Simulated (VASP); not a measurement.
Here is a VASP 6.6.1 calculation.

The input INCAR:

```
  PREC = Accurate
  ENCUT = 400
  EDIFF = 1E-6
  ISMEAR = 0
  SIGMA = 0.05
  LREAL = False
  LASPH = True
  NELM = 120
  ALGO = Normal
  ISIF = 2
  LWAVE = False
  LCHARG = True
  LDIPOL = True
  IDIPOL = 3
  DIPOL = 0.5 0.5 0.500
  GGA = PS
  LELF = True
  LVHAR = True
  LVACPOTAV = True
  NBANDS = 49
  GGA_COMPAT = False
  NELMDL = -8
```

File KPOINTS:

```
Automatic mesh
0
Gamma
  13 13 1
```

POSCAR

```
WSe2
1.0
    3.2711503897      0.0000000000      0.0000000000
   -1.6355751948      2.8328993370      0.0000000000
    0.0000000000      0.0000000000     31.5685077085
Se W
6 3
Direct
    0.6666666667      0.3333333333      0.2375785409
    0.6666666667      0.3333333333      0.3436284946
    0.3333333333      0.6666666667      0.4469750232
    0.3333333333      0.6666666667      0.5530249768
    0.6666666667      0.3333333333      0.6563715054
    0.6666666667      0.3333333333      0.7624214591
    0.3333333333      0.6666666667      0.2906035177
    0.6666666667      0.3333333333      0.5000000000
    0.3333333333      0.6666666667      0.7093964823
```

Potentials or basis: VASP PAW PBE potentials, release 64 (Se, W_sv).

The run is started by

```bash
$ cat potpaw_PBE.64/Se/POTCAR potpaw_PBE.64/W_sv/POTCAR > POTCAR
$ mpirun -np 1 vasp_std > vasp.out
```

Q: What does it give for the band gap on the k mesh?

A: 1.29 eV, indirect (least direct gap 1.79 eV).

Q: Estimate the largest force.

A: 0.067 eV/Å.

Forces in eV/Å, atoms in the order of the input:
```
Se   0.000  0.000 -0.033
Se   0.000  0.000  0.067
Se   0.000  0.000 -0.066
Se   0.000  0.000  0.066
Se   0.000  0.000 -0.067
Se   0.000  0.000  0.033
W    0.000  0.000 -0.035
W    0.000  0.000  0.000
W    0.000  0.000  0.035
```

Caveat: the PAW data sets were made with another functional, which shifts forces and pressure a little; spin-orbit coupling is left out, which moves the levels of the heavy elements.
